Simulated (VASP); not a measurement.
The system is Zn4SiN.

```xyz
6
Lattice="0.0000 3.3556 3.3556 3.3556 0.0000 3.3556 3.3556 3.3556 0.0000" Properties=species:S:1:pos:R:3 pbc="T T T"
Zn    4.1959    4.1959    2.5154
Zn    2.5154    4.1959    4.1959
Zn    2.5154    2.5154    2.5154
Zn    4.1959    2.5154    4.1959
Si    0.0000    0.0000    0.0000
N     5.0335    5.0335    5.0335
```

The cell was generated, and may not be a known phase.

| Property | Result |
| --- | --- |
| Program | VASP 6.6.1 |
| Task | relaxation of cell and atoms |
| Functional | PBE |
| Potentials or basis | VASP PAW PBE potentials, release 64 (Zn, Si, N) |
| Cutoff | 600 eV |
| k mesh | 4 × 4 × 4 |
| Occupations | gaussian, width 0.1 eV |
| Spin | collinear spin, ferromagnetic start |
| Starting moments | [0.0, 0.0, 0.0, 0.0, 0.0, 1.0] μB |

At the start: pressure 18.3 GPa; volume 12.60 Å³/atom.

Task: Where does the relaxation end?

Result: Over 5 steps the energy falls by 104.4 meV/atom and the volume is 14.75 Å³/atom (+17.1 %); space group F-43m (No. 216, to 0.1 Å) before and after; moment 1.13 μB per cell.

Step by step:
```
step  energy change (eV)  largest force (eV/Å)  pressure (GPa)  volume (Å³)
   1              0.0000                0.1683           18.28        75.57
   2             -0.5843                0.1214           -3.11        92.41
   3             -0.6260                0.0840            0.15        88.22
   4             -0.6260                0.0869           -0.09        88.49
   5             -0.6265                0.0197           -0.12        88.53
```

Final structure:
```xyz
6
Lattice="0.0000 3.5374 3.5374 3.5374 0.0000 3.5374 3.5374 3.5374 0.0000" Properties=species:S:1:pos:R:3 pbc="T T T"
Zn    4.4215    4.4215    2.6533
Zn    2.6533    4.4215    4.4215
Zn    2.6533    2.6533    2.6533
Zn    4.4215    2.6533    4.4215
Si    7.0748    7.0748    7.0748
N     5.3061    5.3061    5.3061
```

Caveat: the k points lie up to 0.38 Å⁻¹ apart in the final cell; the volume moved by over 15 % at a fixed basis, so the end points are rough.
